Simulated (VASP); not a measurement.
# Ge (P6_3/mmc) in VASP: a series of runs, part 2 of 3

VASP 6.6.1. Earlier steps stand in the parts before.

## 4. Single point, PBE (26.25 Å³/atom)

This run uses another cell than the first one, of 26.25 Å³/atom.

Input file INCAR:

```
SYSTEM = Ge
PREC = Accurate ; ENCUT = 520
EDIFF = 1E-7 ; ISMEAR = 0
SIGMA = 0.1 ; LREAL = .FALSE.
LASPH = .TRUE. ; NELM = 100
ALGO = Normal ; ISIF = 2
LWAVE = .FALSE. ; LCHARG = .FALSE.
GGA = PE ; NBANDS = 36
```

Input file KPOINTS:

```
Automatic mesh
0
G
  12 12 6
  0 0 0
```

Input file POSCAR:

```
Ge
1.0
    4.1906638241      0.0000000000      0.0000000000
   -2.0953319121      3.6292213304      0.0000000000
    0.0000000000      0.0000000000      6.9035882081
Ge
4
Direct
    0.6666666667      0.3333333333      0.0624904814
    0.3333333333      0.6666666667      0.5624904814
    0.6666666667      0.3333333333      0.4375095186
    0.3333333333      0.6666666667      0.9375095186
```

Potentials or basis: VASP PAW PBE potentials, release 64 (Ge_d).

Launch:

```console
cat potpaw_PBE.64/Ge_d/POTCAR > POTCAR
mpirun -np 1 vasp_std > vasp.out
```

OUTCAR:

```text
SYSTEM = Ge
   PREC = Accurate
   ENCUT = 520
   EDIFF = 1E-7
   ISMEAR = 0
   LREAL = .FALSE.
   LASPH = .TRUE.
   NELM = 100
   ISIF = 2
   GGA = PE

 ion  position               nearest neighbor table
   1  0.667  0.333  0.062-   4 2.57   4 2.57   4 2.57   3 2.59
   2  0.333  0.667  0.562-   3 2.57   3 2.57   3 2.57   4 2.59
   3  0.667  0.333  0.438-   2 2.57   2 2.57   2 2.57   1 2.59
   4  0.333  0.667  0.938-   1 2.57   1 2.57   1 2.57   2 2.59

  LATTYP: Found a hexagonal cell.
 ALAT       =     4.1906638241
 C/A-ratio  =     1.6473734229

  Lattice vectors:

 A1 = (   4.1906638241,   0.0000000000,   0.0000000000)
 A2 = (  -2.0953319121,   3.6292213304,   0.0000000000)
 A3 = (   0.0000000000,   0.0000000000,   6.9035882081)

Analysis of symmetry for initial positions (statically):
=====================================================================
 Subroutine PRICEL returns:
 Original cell was already a primitive cell.

 Routine SETGRP: Setting up the symmetry group for a
 hexagonal supercell.

 Subroutine GETGRP returns: Found 24 space group operations
 (whereof 12 operations were pure point group operations)
 out of a pool of 24 trial point group operations.

The static configuration has the point symmetry D_3d.
 The point group associated with its full space group is D_6h.

Analysis of symmetry for dynamics (positions and initial velocities):
=====================================================================
 Subroutine PRICEL returns:
 Original cell was already a primitive cell.

 Routine SETGRP: Setting up the symmetry group for a
 hexagonal supercell.

 Subroutine GETGRP returns: Found 24 space group operations
 (whereof 12 operations were pure point group operations)
 out of a pool of 24 trial point group operations.

The dynamic configuration has the point symmetry D_3d.
 The point group associated with its full space group is D_6h.

 Subroutine INISYM returns: Found 24 space group operations
 (whereof 12 operations are pure point group operations),
 and found     1 'primitive' translations

----------------------------------------------------------------------------------------

                                     Primitive cell

  volume of cell :     104.9956

  direct lattice vectors                    reciprocal lattice vectors
     4.190663824  0.000000000  0.000000000     0.238625679  0.137770600  0.000000000
    -2.095331912  3.629221330  0.000000000     0.000000000  0.275541200  0.000000000
     0.000000000  0.000000000  6.903588208     0.000000000  0.000000000  0.144852209

  length of vectors
     4.190663824  4.190663824  6.903588208     0.275541200  0.275541200  0.144852209

  position of ions in fractional coordinates (direct lattice)
     0.666666667  0.333333333  0.062490481
     0.333333333  0.666666667  0.562490481
     0.666666667  0.333333333  0.437509519
     0.333333333  0.666666667  0.937509519

  ion indices of the primitive-cell ions
   primitive index   ion index
                 1           1
                 2           2
                 3           3
                 4           4

----------------------------------------------------------------------------------------

 KPOINTS: Automatic mesh

Automatic generation of k-mesh.
 Grid dimensions read from file:
 generate k-points for:   12   12    6

 Generating k-lattice:

  Cartesian coordinates                     Fractional coordinates (reciprocal lattice)
     0.019885473  0.011480883  0.000000000     0.083333333  0.000000000  0.000000000
     0.000000000  0.022961767  0.000000000     0.000000000  0.083333333  0.000000000
     0.000000000  0.000000000  0.024142035     0.000000000  0.000000000  0.166666667

  Length of vectors
     0.022961767  0.022961767  0.024142035

  Shift w.r.t. Gamma in fractional coordinates (k-lattice)
     0.000000000  0.000000000  0.000000000

 Subroutine IBZKPT returns following result:
 ===========================================

 Found     76 irreducible k-points:

 Following reciprocal coordinates:
            Coordinates               Weight
  0.000000  0.000000  0.000000      1.000000
  0.083333 -0.000000  0.000000      6.000000
  0.166667 -0.000000  0.000000      6.000000
  0.250000 -0.000000  0.000000      6.000000
  0.333333 -0.000000  0.000000      6.000000
  0.416667  0.000000  0.000000      6.000000
[... 16 lines left out ...]
  0.250000 -0.000000  0.166667     12.000000
  0.333333 -0.000000  0.166667     12.000000
 [... further k-points ...]
   k-points           NKPTS =     76   k-points in BZ     NKDIM =     76   number of bands    NBANDS=     36
   number of dos      NEDOS =    301   number of ions     NIONS =      4
   total plane-waves  NPLWV =  55296
   dimension x,y,z NGX =    32 NGY =   32 NGZ =   54
   dimension x,y,z NGXF=    64 NGYF=   64 NGZF=  108
   ions per type =               4
   NGX,Y,Z   is equivalent  to a cutoff of  12.69, 12.69, 13.00 a.u.
   NGXF,Y,Z  is equivalent  to a cutoff of  25.39, 25.39, 26.01 a.u.
 SYSTEM =  Ge
   PREC   = accura    normal or accurate (medium, high low for compatibility)
   ISTART =      0    job   : 0-new  1-cont  2-samecut
   ICHARG =      2    charge: 1-file 2-atom 10-const
   ISPIN  =      1    spin polarized calculation?
   LNONCOLLINEAR =      F non collinear calculations
   LSORBIT =      F    spin-orbit coupling
   LASPH  =      T    aspherical Exc in radial PAW
   ENCUT  =  520.0 eV  38.22 Ry    6.18 a.u.   7.79  7.79 12.84*2*pi/ulx,y,z
   NELM   =    100;   NELMIN=  2; NELMDL= -5     # of ELM steps
   EDIFF  = 0.1E-06   stopping-criterion for ELM
   LREAL  =      F    real-space projection
   EDIFFG = 0.1E-05   stopping-criterion for IOM
   NSW    =      0    number of steps for IOM
   IBRION =     -1    ionic relax: 0-MD 1-quasi-New 2-CG
   NFREE  =      0    steps in history (QN), initial steepest desc. (CG)
   ISIF   =      2    stress and relaxation
   ISYM   =      2    0-nonsym 1-usesym 2-fastsym
   POTIM  = 0.5000    time-step for ionic-motion
   TEBEG  =    0.0;   TEEND  =   0.0 temperature during run
   PSTRESS=    0.0 pullay stress
   NELECT =      56.0000    total number of electrons
   NUPDOWN=      -1.0000    fix difference up-down
   EMIN   =  10.00;   EMAX   =-10.00  energy-range for DOS
   EFERMI =   0.00;   METHOD = LEGACY
   ISMEAR =     0;   SIGMA  =   0.10  broadening in eV -4-tet -1-fermi 0-gaus
   EFERMI_NEDOS =   21; number of points for ismear=-14 and -15
   IALGO  =     38    algorithm
   IMIX   =      4    mixing-type and parameters
     AMIX     =   0.40;   BMIX     =  1.00
     AMIX_MAG =   1.60;   BMIX_MAG =  1.00
  volume/ion in A,a.u.               =      26.25       177.14
  Fermi-wavevector in a.u.,A,eV,Ry     =   1.327640  2.508877 23.982023  1.762629
  Thomas-Fermi vector in A             =   2.456938
   LORBIT       =      0    0 simple, 1 ext, 2 COOP (PROOUT), +10 PAW based schemes
   GGA     = PE    functional components
   LHFCALC =     F    Hartree Fock is set to
   AEXX    =    0.0000 exact exchange contribution
   IVDW    =     0    specifies the selected vdW correction
   LEPSILON=     F    determine dielectric tensor
   LRPA    =     F    only Hartree local field effects (RPA)
 non-spin polarized calculation
 Gauss-broadening in eV      SIGMA  =   0.10
  energy-cutoff  :      520.00
  volume of cell :      105.00
 maximum number of plane-waves:      2852
 NGX is ok and might be reduce to    32
   NGX = 15   NGY = 15   NGZ = 25

 number of electron      55.9999998 magnetization

 Free energy of the ion-electron system (eV)
  ---------------------------------------------------
  ext. energy  EPLUGINS =         0.00000000
  ---------------------------------------------------
  free energy    TOTEN  =       -17.85592602 eV

  energy without entropy =      -17.85509706  energy(sigma->0) =      -17.85551154

 E-fermi :   3.6709     XC(G=0):  -9.2356

 val. band max:        3.6481301191   @ k =   0.0833  -0.0000   0.0000
 cond. band min:       3.7816059835   @ k =   0.0000   0.0000   0.0000
 fundamental gap:      0.1334758643
 Fermi energy:         3.6708816213

 k-point     1 :       0.0000    0.0000    0.0000
  band No.  band energies     occupation
      1     -21.0258      2.00000
      2     -21.0258      2.00000
      3     -21.0005      2.00000
      4     -21.0005      2.00000
      5     -20.9997      2.00000
      6     -20.9882      2.00000
[... 925 lines left out ...]
     35      10.1737      0.00000
     36      10.5798      0.00000

 [... further k-points ...]

------------------------ aborting loop because EDIFF is reached ----------------------------------------

  FORCE on cell =-STRESS in cart. coord.  units (eV):
  Direction    XX          YY          ZZ          XY          YZ          ZX
  --------------------------------------------------------------------------------------
  -------------------------------------------------------------------------------------
  Total       -2.9757655     -2.9757655     -2.9696162      0.0000000      0.0000000      0.0000000
  in kB      -45.4086021    -45.4086021    -45.3147664      0.0000000      0.0000000      0.0000000
  external PRESSURE =     -45.3773235 kB  Pullay stress =       0.0000000 kB

 VOLUME and BASIS-vectors are now :
 -----------------------------------------------------------------------------
  energy-cutoff  :      520.00
  volume of cell :      105.00
      direct lattice vectors                 reciprocal lattice vectors
     4.190663824  0.000000000  0.000000000     0.238625679  0.137770600  0.000000000
    -2.095331912  3.629221330  0.000000000     0.000000000  0.275541200  0.000000000
     0.000000000  0.000000000  6.903588208     0.000000000  0.000000000  0.144852209

 POSITION                                       TOTAL-FORCE (eV/Angst)
 -----------------------------------------------------------------------------------
      2.09533      1.20974      0.43141        -0.000000      0.000000     -0.000277
     -0.00000      2.41948      3.88320        -0.000000     -0.000000     -0.000277
      2.09533      1.20974      3.02039         0.000000      0.000000      0.000277
     -0.00000      2.41948      6.47218         0.000000     -0.000000      0.000277
 -----------------------------------------------------------------------------------
    total drift:                                0.000000     -0.000000      0.000000

  FREE ENERGIE OF THE ION-ELECTRON SYSTEM (eV)
  ---------------------------------------------------
  free  energy   TOTEN  =       -17.8559260249 eV

  energy  without entropy=      -17.8550970576  energy(sigma->0) =      -17.85551154
```

OSZICAR:

```text
N       E                     dE             d eps       ncg     rms          rms(c)
DAV:   1     0.507402419669E+03    0.50740E+03   -0.28591E+04  6296   0.408E+03
DAV:   2     0.711188275988E+02   -0.43628E+03   -0.42545E+03  5472   0.825E+02
DAV:   3    -0.130075498749E+02   -0.84126E+02   -0.83097E+02  6036   0.208E+02
DAV:   4    -0.178488962471E+02   -0.48413E+01   -0.48247E+01  6348   0.572E+01
DAV:   5    -0.179541747381E+02   -0.10528E+00   -0.10524E+00  6136   0.952E+00    0.372E+00
DAV:   6    -0.178896637397E+02    0.64511E-01   -0.59109E-02  6372   0.219E+00    0.220E+00
DAV:   7    -0.178517694250E+02    0.37894E-01   -0.68167E-02  5872   0.205E+00    0.179E-01
DAV:   8    -0.178548310790E+02   -0.30617E-02   -0.10654E-02  6036   0.104E+00    0.872E-02
DAV:   9    -0.178558007230E+02   -0.96964E-03   -0.89448E-04  6496   0.125E-01    0.232E-02
DAV:  10    -0.178559132862E+02   -0.11256E-03   -0.16253E-04  6364   0.966E-02    0.795E-03
DAV:  11    -0.178559252364E+02   -0.11950E-04   -0.24911E-05  6220   0.260E-02    0.278E-03
DAV:  12    -0.178559259276E+02   -0.69120E-06   -0.16836E-06  6120   0.155E-02    0.639E-04
DAV:  13    -0.178559260293E+02   -0.10172E-06   -0.14858E-07  4256   0.249E-03    0.174E-04
DAV:  14    -0.178559260249E+02    0.43638E-08   -0.27964E-08  4072   0.945E-04
   1 F= -.17855926E+02 E0= -.17855512E+02  d E =-.828967E-03
```

It took 3.3 min on 1 thread of AMD EPYC 7R13 (Zen 3), shared host; peak memory 0.31 GiB.

Results:

| Quantity | Value |
| --- | --- |
| Free energy | -17.8559 eV |
| Pressure | -4.5 GPa |
| Band gap on the k mesh | zero (bands 28 and 29 overlap by 0.05 eV) |

Levels at points of the mesh, in eV from the Fermi level:
```csv
k point,band 25,band 26,band 27,band 28,band 29,band 30,band 31,band 32
"(0.00, 0.00, 0.00)",-1.24,-1.19,-0.40,-0.07,0.11,0.11,2.28,2.28
"(0.50, 0.00, 0.00)",-3.86,-2.59,-2.29,-1.21,0.68,1.27,3.60,3.67
"(0.00, 0.00, 0.50)",-0.70,-0.70,-0.70,-0.70,0.29,0.29,3.27,3.27
"(0.50, 0.00, 0.50)",-2.17,-2.17,-2.02,-2.02,0.47,0.47,2.23,2.23
```

Caveat: the cell stands under tension; semilocal functionals underestimate gaps, so a narrow gap can read as zero.

## 5. Single point, PBE (21.00 Å³/atom)

This run uses another cell than the first one, of 21.00 Å³/atom.

Input file INCAR:

```
SYSTEM = Ge
  PREC = Accurate
  ENCUT = 520
  EDIFF = 1E-7
  ISMEAR = 0
  SIGMA = 0.1
  LREAL = .False.
  LASPH = .True.
  NELM = 100
  ALGO = Normal
  ISIF = 2
  LWAVE = .False.
  LCHARG = .True.
  GGA = PE
  LELF = .True.
  LVHAR = .True.
  NBANDS = 36
```

Input file KPOINTS:

```
regular mesh
0
Gamma
  12 12 6
  0 0 0
```

Input file POSCAR:

```
Ge
1.0
    3.8850901312      0.0000000000      0.0000000000
   -1.9425450656      3.3645867496      0.0000000000
    0.0000000000      0.0000000000      6.4258164234
Ge
4
Direct
    0.6666666667      0.3333333333      0.0632926797
    0.3333333333      0.6666666667      0.5632926797
    0.6666666667      0.3333333333      0.4367073203
    0.3333333333      0.6666666667      0.9367073203
```

Launch:

```console
cat potpaw_PBE.64/Ge_d/POTCAR > POTCAR
mpirun -np 1 vasp_std > vasp.out
```

Run time: 2.7 min. Hardware: 1 thread of AMD EPYC 7R13 (Zen 3), shared host; peak memory 0.26 GiB.

The run converged. Its results:

| Quantity | Value |
| --- | --- |
| Free energy | -17.6790 eV |
| Pressure | 10.2 GPa |
| Band gap on the k mesh | 0.03 eV |

Levels at points of the mesh, in eV from the valence-band top:
| k point | band 25 | band 26 | band 27 | band 28 | band 29 | band 30 | band 31 | band 32 |
| --- | --- | --- | --- | --- | --- | --- | --- | --- |
| (0.00, 0.00, 0.00) | -1.77 | -0.37 | 0.00 | 0.00 | 0.03 | 0.63 | 2.11 | 2.11 |
| (0.50, 0.00, 0.00) | -5.18 | -3.51 | -3.30 | -1.73 | 0.31 | 1.76 | 3.39 | 3.57 |
| (0.00, 0.00, 0.50) | -1.08 | -1.08 | -1.08 | -1.08 | 0.85 | 0.85 | 3.29 | 3.29 |
| (0.50, 0.00, 0.50) | -2.94 | -2.94 | -2.80 | -2.80 | 0.43 | 0.43 | 1.89 | 1.89 |

Caveat: the cell stands under pressure. A k mesh can miss the band edges.

(Continued in part 3 of 3.)
